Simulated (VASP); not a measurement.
BP, 2 atoms in the cell. It takes space group I-4m2 (No. 119, tetragonal). Conventional cell: a = 2.952 Å, b = 2.952 Å, c = 4.356 Å, α = 90.00°, β = 90.00°, γ = 90.00°. B (site symmetry -4m2) has 4 P at 1.83 Å within 2.4 Å. Within 2.4 Å of P (site symmetry -4m2) lie 4 B at 1.83 Å.  This cell differs from its parent crystal: strain -0.080 along x and y, -0.040 along z.

* Program: VASP 6.6.1
* Task: single point
* Functional: r2SCAN
* Potentials or basis: VASP PAW PBE potentials, release 64 (B, P)
* Cutoff: 520 eV
* k mesh: 10 × 10 × 10
* Occupations: gaussian, width 0.05 eV
* Spin: no spin polarisation
* Dipole correction: no
* Further INCAR settings: ALGO = Normal; EDIFF = 1e-07; NBANDS = 11

Potentials or basis: VASP PAW PBE potentials, release 64 (B, P).

Run with:

```sh
$ cat potpaw_PBE.64/B/POTCAR potpaw_PBE.64/P/POTCAR > POTCAR
$ cp INCAR.step1 INCAR
$ mpirun -np 1 vasp_std > vasp.out
$ cp INCAR.step2 INCAR
$ mpirun -np 1 vasp_std > vasp.out
```

Hardware: 1 thread of AMD EPYC 7R13, with other jobs on the host.

Q: How long does it take, and how much memory?

A: Wall time 3.5 min on 1 thread of AMD EPYC 7R13 (shared host), peak memory 0.12 GiB. Counts: k points 102.
